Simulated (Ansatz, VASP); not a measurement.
## HCN, level by level in two programs

```
N C H
1.0
    -2.31606    2.31606    2.15990
     2.31606   -2.31606    2.15990
     2.31606    2.31606   -2.15990
N C H
1 1 1
Direct
  0.27193 0.27193 0.00000
  0.00367 0.00367 0.00000
  0.75210 0.75210 0.00000
```

Single points on this cell with VASP 6.6.1 and Ansatz 0.2.0. Each row is one pair of runs. Alike in all rows: spin: off; smearing: fermi-dirac, width 0.05 eV; VASP's potentials, cutoff: VASP PAW PBE potentials, release 64 (N, C, H), 520 eV; Ansatz's potentials, cutoff: Ansatz PAW, 420 eV.

```csv
level,k mesh,"gap on the k mesh at the Fermi level (eV), VASP","gap on the k mesh at the Fermi level (eV), Ansatz","least direct gap on the mesh (eV), VASP","least direct gap on the mesh (eV), Ansatz","pressure (GPa), VASP","pressure (GPa), Ansatz"
PBE,5 × 5 × 5,6.89,6.87,7.16,7.16,0.4,0.0
PBE-based global hybrid,5 × 5 × 5,7.83,7.82,8.16,8.15,-0.5,-1.0
PBE-based screened hybrid,4 × 4 × 4,7.10,7.09,7.41,7.41,0.0,-0.5
```

Gap on the k mesh at the fermi level (eV): the two programs differ by at most 0.019; least direct gap on the mesh (eV): the two programs differ by at most 0.007; pressure (GPa): the two programs differ by at most 0.46.

The k mesh is coarse in some rows, so the values compare programs but aren't converged. Noted on VASP's runs: the standard files for N, O and F lose accuracy on very short bonds. Noted on Ansatz's runs: odd divisions of the mesh miss points on the zone boundary, where band edges often lie, so the gap on the mesh can be too wide.
